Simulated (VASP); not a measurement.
Crystal: MgO.

```
Mg O
1.0
     3.31379    0.00000    0.00000
    -1.65690    2.86983    0.00000
     0.00000    0.00000   23.05690
Mg O
9 9
Direct
  0.00000 0.00000 0.00000
  0.33333 0.66667 0.11111
  0.66667 0.33333 0.22222
  0.33333 0.66667 0.33333
  0.66667 0.33333 0.44444
  0.33333 0.66667 0.55556
  0.66667 0.33333 0.66667
  0.00000 0.00000 0.77778
  0.33333 0.66667 0.88889
  0.00000 0.00000 0.08333
  0.33333 0.66667 0.19444
  0.66667 0.33333 0.30556
  0.33333 0.66667 0.41667
  0.66667 0.33333 0.52778
  0.33333 0.66667 0.63889
  0.66667 0.33333 0.75000
  0.00000 0.00000 0.86111
  0.33333 0.66667 0.97222
```

```yaml
Program: VASP 6.6.1
Task: relaxation of cell and atoms
Functional: PBE
Potentials_or_basis: VASP PAW PBE potentials, release 64 (Mg, O)
Cutoff: 600 eV
k_mesh: 12 × 12 × 1
Occupations: gaussian, width 0.02 eV
Spin: no spin polarisation
```

At the start: pressure 0.5 GPa; volume 12.18 Å³/atom.

Question: How do energy, volume and symmetry change on relaxing?

Answer: Over 22 steps the energy falls by 14.2 meV/atom and the volume is 12.17 Å³/atom (-0.1 %); space group P3m1 (No. 156, to 0.1 Å) before and after.

Step by step:
```csv
step,energy change (eV),largest force (eV/Å),pressure (GPa),volume (Å³)
1,0.0000,0.8214,0.46,219.27
2,-0.1986,0.3353,-0.46,220.28
3,-0.2493,0.0879,-0.47,219.97
4,-0.2493,0.0785,-0.46,219.95
5,-0.2523,0.0600,0.10,218.91
6,-0.2523,0.0568,0.18,218.74
7,-0.2535,0.0478,0.10,218.90
8,-0.2543,0.0440,-0.07,219.23
9,-0.2543,0.0419,-0.05,219.19
10,-0.2547,0.0382,0.00,219.10
11,-0.2547,0.0508,0.03,219.04
12,-0.2547,0.0473,0.02,219.07
13,-0.2550,0.0221,0.02,219.07
14,-0.2551,0.0227,0.02,219.07
15,-0.2552,0.0167,-0.02,219.13
16,-0.2552,0.0296,-0.04,219.18
17,-0.2553,0.0279,-0.04,219.16
18,-0.2554,0.0205,-0.02,219.12
19,-0.2554,0.0218,-0.01,219.11
20,-0.2555,0.0130,0.01,219.08
21,-0.2555,0.0141,0.02,219.05
22,-0.2555,0.0045,0.00,219.09
```

Final structure:
```
Mg O
1.0
     3.28381    0.00000    0.00000
    -1.64190    2.84386    0.00000
     0.00000    0.00000   23.46055
Mg O
9 9
Direct
  0.00000 0.00000 0.99935
  0.33333 0.66667 0.11016
  0.66667 0.33333 0.22225
  0.33333 0.66667 0.33272
  0.66667 0.33333 0.44318
  0.33333 0.66667 0.55365
  0.66667 0.33333 0.66445
  0.00000 0.00000 0.77687
  0.33333 0.66667 0.88893
  0.00000 0.00000 0.08429
  0.33333 0.66667 0.19593
  0.66667 0.33333 0.30718
  0.33333 0.66667 0.41765
  0.66667 0.33333 0.52811
  0.33333 0.66667 0.63859
  0.66667 0.33333 0.75023
  0.00000 0.00000 0.86263
  0.33333 0.66667 0.97384
```
